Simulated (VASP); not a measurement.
# MgC2 (Fm-3m) in VASP: relaxation of cell and atoms with PBE

Aim: the relaxation of cell and atoms of MgC2 with PBE.

Program: VASP 6.6.1. These are calculated values, not measurements. Logs are shortened: lines on timing, memory, paths and dates and some standing lists are left out, and cuts for length are marked.

## (1) The cell of the first run

Symmetry: Fm-3m, No. 225, cubic system. Conventional cell: a = 5.240 Å, b = 5.240 Å, c = 5.240 Å, α = 90.00°, β = 90.00°, γ = 90.00°. Mg (site symmetry m-3m) has 8 C at 2.27 Å within 3.0 Å. C (site symmetry -43m) has 4 Mg at 2.27 Å and 6 C at 2.62 Å within 3.0 Å.

## (2) Relaxation of cell and atoms, PBE

Contents of INCAR:

```
SYSTEM = MgC2
  PREC = Accurate
  ENCUT = 600
  EDIFF = 1E-7
  ISMEAR = 1
  SIGMA = 0.02
  LREAL = .FALSE.
  LASPH = .TRUE.
  NELM = 120
  ALGO = Normal
  ISIF = 3
  LWAVE = .FALSE.
  LCHARG = .FALSE.
  GGA = PE
  IBRION = 2
  NSW = 60
  EDIFFG = -0.03
  GGA_COMPAT = .FALSE.
  NELMIN = 4
```

Contents of KPOINTS:

```
regular mesh
0
G
  6 6 6
  0 0 0
```

Contents of POSCAR:

```
MgC2
1.0
    0.0000000000      2.6200000000      2.6200000000
    2.6200000000      0.0000000000      2.6200000000
    2.6200000000      2.6200000000      0.0000000000
Mg C
1 2
Direct
    0.0000000000      0.0000000000      0.0000000000
    0.2500000000      0.2500000000      0.2500000000
    0.7500000000      0.7500000000      0.7500000000
```

Potentials or basis: VASP PAW PBE potentials, release 64 (Mg, C).

Run with:

```sh
$ cat potpaw_PBE.64/Mg/POTCAR potpaw_PBE.64/C/POTCAR > POTCAR
$ mpirun -np 1 vasp_std > vasp.out
```

OUTCAR:

```text
SYSTEM = MgC2
   PREC = Accurate
   ENCUT = 600
   EDIFF = 1E-7
   ISMEAR = 1
   LREAL = .FALSE.
   LASPH = .TRUE.
   NELM = 120
   ISIF = 3
   GGA = PE
   IBRION = 2
   NSW = 60
   EDIFFG = -0.03
   NELMIN = 4

 ion  position               nearest neighbor table
   1  0.000  0.000  0.000-   3 2.27   3 2.27   3 2.27   2 2.27   3 2.27   2 2.27   2 2.27   2 2.27

   2  0.250  0.250  0.250-   1 2.27   1 2.27   1 2.27   1 2.27
   3  0.750  0.750  0.750-   1 2.27   1 2.27   1 2.27   1 2.27

  LATTYP: Found a face centered cubic cell.
 ALAT       =     5.2400000000

  Lattice vectors:

 A1 = (   0.0000000000,   2.6200000000,   2.6200000000)
 A2 = (   2.6200000000,   0.0000000000,   2.6200000000)
 A3 = (   2.6200000000,   2.6200000000,   0.0000000000)

Analysis of symmetry for initial positions (statically):
=====================================================================
 Subroutine PRICEL returns:
 Original cell was already a primitive cell.

 Routine SETGRP: Setting up the symmetry group for a
 face centered cubic supercell.

 Subroutine GETGRP returns: Found 48 space group operations
 (whereof 48 operations were pure point group operations)
 out of a pool of 48 trial point group operations.

The static configuration has the point symmetry O_h .

Analysis of symmetry for dynamics (positions and initial velocities):
=====================================================================
 Subroutine PRICEL returns:
 Original cell was already a primitive cell.

 Routine SETGRP: Setting up the symmetry group for a
 face centered cubic supercell.

 Subroutine GETGRP returns: Found 48 space group operations
 (whereof 48 operations were pure point group operations)
 out of a pool of 48 trial point group operations.

The dynamic configuration has the point symmetry O_h .

 Subroutine INISYM returns: Found 48 space group operations
 (whereof 48 operations are pure point group operations),
 and found     1 'primitive' translations

----------------------------------------------------------------------------------------

                                     Primitive cell

  volume of cell :      35.9695

  direct lattice vectors                    reciprocal lattice vectors
     0.000000000  2.620000000  2.620000000    -0.190839695  0.190839695  0.190839695
     2.620000000  0.000000000  2.620000000     0.190839695 -0.190839695  0.190839695
     2.620000000  2.620000000  0.000000000     0.190839695  0.190839695 -0.190839695

  length of vectors
     3.705239533  3.705239533  3.705239533     0.330544047  0.330544047  0.330544047

  position of ions in fractional coordinates (direct lattice)
     0.000000000  0.000000000  0.000000000
     0.250000000  0.250000000  0.250000000
     0.750000000  0.750000000  0.750000000

  ion indices of the primitive-cell ions
   primitive index   ion index
                 1           1
                 2           2
                 3           3

----------------------------------------------------------------------------------------

 KPOINTS: regular mesh

Automatic generation of k-mesh.
 Grid dimensions read from file:
 generate k-points for:    6    6    6

 Generating k-lattice:

  Cartesian coordinates                     Fractional coordinates (reciprocal lattice)
[... 55 lines left out ...]
   IBRION =      2    ionic relax: 0-MD 1-quasi-New 2-CG
   NFREE  =      1    steps in history (QN), initial steepest desc. (CG)
   ISIF   =      3    stress and relaxation
   ISYM   =      2    0-nonsym 1-usesym 2-fastsym
   POTIM  = 0.5000    time-step for ionic-motion
   TEBEG  =    0.0;   TEEND  =   0.0 temperature during run
   PSTRESS=    0.0 pullay stress
   NELECT =      10.0000    total number of electrons
   NUPDOWN=      -1.0000    fix difference up-down
   EMIN   =  10.00;   EMAX   =-10.00  energy-range for DOS
   EFERMI =   0.00;   METHOD = LEGACY
   ISMEAR =     1;   SIGMA  =   0.02  broadening in eV -4-tet -1-fermi 0-gaus
   EFERMI_NEDOS =   21; number of points for ismear=-14 and -15
   IALGO  =     38    algorithm
   IMIX   =      4    mixing-type and parameters
     AMIX     =   0.40;   BMIX     =  1.00
     AMIX_MAG =   1.60;   BMIX_MAG =  1.00
  volume/ion in A,a.u.               =      11.99        80.91
  Fermi-wavevector in a.u.,A,eV,Ry     =   1.068473  2.019121 15.532880  1.141634
  Thomas-Fermi vector in A             =   2.204122
   LORBIT       =      0    0 simple, 1 ext, 2 COOP (PROOUT), +10 PAW based schemes
   GGA     = PE    functional components
   LHFCALC =     F    Hartree Fock is set to
   AEXX    =    0.0000 exact exchange contribution
   IVDW    =     0    specifies the selected vdW correction
   LEPSILON=     F    determine dielectric tensor
   LRPA    =     F    only Hartree local field effects (RPA)
 conjugate gradient relaxation of ions
 non-spin polarized calculation
 Methfessel and Paxton  Order N= 1 SIGMA  =   0.02
  energy-cutoff  :      600.00
  volume of cell :       35.97
 maximum number of plane-waves:      1243
 NGX is ok and might be reduce to    30
   NGX = 15   NGY = 15   NGZ = 15

--------------------------------------- Ionic step        1  -------------------------------------------

 number of electron      10.0000000 magnetization

 Free energy of the ion-electron system (eV)
  ---------------------------------------------------
  ext. energy  EPLUGINS =         0.00000000
  ---------------------------------------------------
  free energy    TOTEN  =       -12.69612666 eV

  energy without entropy =      -12.69597186  energy(sigma->0) =      -12.69607506

------------------------ aborting loop because EDIFF is reached ----------------------------------------

  FORCE on cell =-STRESS in cart. coord.  units (eV):
  Direction    XX          YY          ZZ          XY          YZ          ZX
  --------------------------------------------------------------------------------------
  -------------------------------------------------------------------------------------
  Total       -1.5125910     -1.5125910     -1.5125910      0.0000000      0.0000000     -0.0000000
  in kB      -67.3749127    -67.3749127    -67.3749127      0.0000000      0.0000000     -0.0000000
  external PRESSURE =     -67.3749127 kB  Pullay stress =       0.0000000 kB

 VOLUME and BASIS-vectors are now :
 -----------------------------------------------------------------------------
  energy-cutoff  :      600.00
  volume of cell :       35.97
      direct lattice vectors                 reciprocal lattice vectors
     0.000000000  2.620000000  2.620000000    -0.190839695  0.190839695  0.190839695
     2.620000000  0.000000000  2.620000000     0.190839695 -0.190839695  0.190839695
     2.620000000  2.620000000  0.000000000     0.190839695  0.190839695 -0.190839695

 POSITION                                       TOTAL-FORCE (eV/Angst)
 -----------------------------------------------------------------------------------
      0.00000      0.00000      0.00000        -0.000000     -0.000000      0.000000
      1.31000      1.31000      1.31000         0.000000      0.000000      0.000000
      3.93000      3.93000      3.93000        -0.000000     -0.000000     -0.000000
 -----------------------------------------------------------------------------------
    total drift:                               -0.000000      0.000000      0.000000

  FREE ENERGIE OF THE ION-ELECTRON SYSTEM (eV)
  ---------------------------------------------------
  free  energy   TOTEN  =       -12.6961266605 eV

  energy  without entropy=      -12.6959718647  energy(sigma->0) =      -12.69607506

--------------------------------------- Ionic step        2  -------------------------------------------

 number of electron      10.0000000 magnetization

 Free energy of the ion-electron system (eV)
  ---------------------------------------------------
  ext. energy  EPLUGINS =         0.00000000
  ---------------------------------------------------
  free energy    TOTEN  =       -12.75334794 eV

  energy without entropy =      -12.75337031  energy(sigma->0) =      -12.75335540

 E-fermi :   3.4566     XC(G=0): -10.5205

 val. band max:        3.4445865639   @ k =  -0.3333   0.3333   0.1667
 cond. band min:       3.4735108115   @ k =  -0.3333   0.3333   0.1667
 fundamental gap:      0.0289242476
 Fermi energy:         3.4565902836

 k-point     1 :       0.0000    0.0000    0.0000
  band No.  band energies     occupation
      1      -9.5278      2.00000
      2      -1.6560      2.00000
      3       1.9353      2.00000
      4       1.9353      2.00000
      5       1.9353      2.00000
      6       5.9325      0.00000
      7       5.9325      0.00000
      8       5.9325      0.00000
      9      13.0838      0.00000
[... 169 lines left out ...]
 k-point    16 :      -0.3333    0.5000    0.1667
  band No.  band energies     occupation
      1      -6.2334      2.00000
      2      -5.1093      2.00000
      3      -1.4473      2.00000
      4      -0.3475      2.00000
      5       2.0337      2.00000
      6       5.0644      0.00000
      7       6.9926      0.00000
      8       7.5298      0.00000
      9      11.6074      0.00000

------------------------ aborting loop because EDIFF is reached ----------------------------------------

  FORCE on cell =-STRESS in cart. coord.  units (eV):
  Direction    XX          YY          ZZ          XY          YZ          ZX
  --------------------------------------------------------------------------------------
  -------------------------------------------------------------------------------------
  Total        0.0017320      0.0017320      0.0017320      0.0000000      0.0000000      0.0000000
  in kB        0.0830627      0.0830627      0.0830627      0.0000000      0.0000000      0.0000000
  external PRESSURE =       0.0830627 kB  Pullay stress =       0.0000000 kB

 VOLUME and BASIS-vectors are now :
 -----------------------------------------------------------------------------
  energy-cutoff  :      600.00
  volume of cell :       33.41
      direct lattice vectors                 reciprocal lattice vectors
     0.000000000  2.556271641  2.556271641    -0.195597366  0.195597366  0.195597366
     2.556271641  0.000000000  2.556271641     0.195597366 -0.195597366  0.195597366
     2.556271641  2.556271641  0.000000000     0.195597366  0.195597366 -0.195597366

 POSITION                                       TOTAL-FORCE (eV/Angst)
 -----------------------------------------------------------------------------------
      2.55627      5.11254      2.55627        -0.000000     -0.000000     -0.000000
      1.27814      1.27814      1.27814        -0.000000     -0.000000     -0.000000
      3.83441      3.83441      3.83441         0.000000      0.000000      0.000000
 -----------------------------------------------------------------------------------
    total drift:                               -0.000000      0.000000      0.000000

  FREE ENERGIE OF THE ION-ELECTRON SYSTEM (eV)
  ---------------------------------------------------
  free  energy   TOTEN  =       -12.7533479415 eV

  energy  without entropy=      -12.7533703090  energy(sigma->0) =      -12.75335540

 reached required accuracy - stopping structural energy minimisation
```

Wall time 28 s (1 thread of Intel Xeon 8259CL, shared host); peak memory 0.17 GiB.

What came out:

```
Free energy                           : -12.7533 eV
Relaxed volume                        : 11.14 Å³/atom
Relaxed cell                          : a = 3.615 Å, b = 3.615 Å, c = 3.615 Å, α = 60.00°, β = 60.00°, γ = 60.00°
Space group after relaxing (to 0.1 Å) : Fm-3m (No. 225)
Energy gained by relaxing             : 19.1 meV/atom
Ionic steps                           : 2
Pressure after relaxing               : 0.0 GPa
Band gap on the k mesh                : zero (bands 5 and 6 overlap by 0.48 eV)
```

The path:
| step | energy change (eV) | largest force (eV/Å) | pressure (GPa) | volume (Å³) |
| --- | --- | --- | --- | --- |
| 1 | 0.0000 | 0.0000 | -6.74 | 35.97 |
| 2 | -0.0572 | 0.0000 | 0.01 | 33.41 |

Final structure:
```yaml
crystal:
  lattice:
    - [0.00000, 2.55627, 2.55627]
    - [2.55627, 0.00000, 2.55627]
    - [2.55627, 2.55627, 0.00000]
  atoms:
    - { symbol: Mg, position: [0.00000, 0.00000, 0.00000] }
    - { symbol: C, position: [0.25000, 0.25000, 0.25000] }
    - { symbol: C, position: [0.75000, 0.75000, 0.75000] }
```
